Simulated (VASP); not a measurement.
Input of a VASP 6.6.1 run:

Contents of INCAR:

```
ALGO     = Normal         # electronic algorithm
EDIFF    = 1E-6           # SCF threshold, eV
EDIFFG   = -0.025         # ionic threshold
ENCUT    = 600            # plane-wave cutoff, eV
GGA      = PE             # functional
IBRION   = 2              # ionic algorithm
ISIF     = 3              # what is computed and relaxed
ISMEAR   = 0              # smearing method
LASPH    = True           # aspherical terms in the spheres
LCHARG   = False          # write CHGCAR
LREAL    = False          # projectors in reciprocal space
LWAVE    = False          # write WAVECAR
NELM     = 100            # most SCF steps
NSW      = 80             # ionic steps
PREC     = Accurate       # precision mode
SIGMA    = 0.2            # smearing width, eV
```

File KPOINTS:

```
k-points
0
Gamma
  4 4 4
```

Contents of POSCAR:

```
Si7P
1.0
    5.4098123223      0.0509844443      0.0097910814
    0.0509844443      5.2998092237     -0.0448175360
    0.0097910814     -0.0448175360      5.3704376823
Si P
7 1
Direct
    0.0061730099      0.4927202431      0.5067310410
    0.7288692951      0.7576172491      0.2618475655
    0.5070275347     -0.0016293149      0.5144028955
    0.7415124871      0.2508051016      0.7502484275
    0.5023044719      0.5036186355     -0.0031919124
    0.2499877078      0.7491609723      0.7414207098
    0.2712588244      0.2480897598      0.2358067414
   -0.0071333309     -0.0003826465     -0.0072654683
```

Potentials or basis: VASP PAW PBE potentials, release 64 (Si, P).

Run with:

```sh
$ cat potpaw_PBE.64/Si/POTCAR potpaw_PBE.64/P/POTCAR > POTCAR
$ mpirun -np 1 vasp_std > vasp.out
```

(1) Estimate the relaxed volume.

(2) Estimate the space group after relaxing (to 0.1 Å).

(3) Predict the relaxed cell.

Answers

(1) 19.92 Å³/atom.

(2) P-43m (No. 215).

(3) a = 5.415 Å, b = 5.425 Å, c = 5.425 Å, α = 90.00°, β = 90.00°, γ = 90.13°.

Caveat: the highest band is partly filled, so the run has too few bands.
